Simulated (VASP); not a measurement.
Crystal: LiF.

```
Li F
1.0
     2.77571    0.00000    0.00000
    -1.38785    2.40383    0.00000
     0.00000    0.00000    4.78269
Li F
2 2
Direct
  0.00000 0.00000 0.00000
  0.00000 0.00000 0.50000
  0.33333 0.66667 0.25000
  0.66667 0.33333 0.75000
```

Base run:

| Item | Value |
| --- | --- |
| Program | VASP 6.6.1 |
| Functional | PBE |
| Potentials or basis | VASP PAW PBE potentials, release 64 (Li_sv, F) |
| Cutoff | 520 eV |
| k mesh | 9 × 9 × 4 |
| Occupations | gaussian, width 0.01 eV |
| Spin | no spin polarisation |

Its results: band gap on the k mesh 9.22 eV.

**Question.** The run is repeated on the same cell with these changes: functional from PBE to r2SCAN. What comes out?

**Answer.** Band gap on the k mesh 10.40 eV.

A k mesh can miss the band edges.
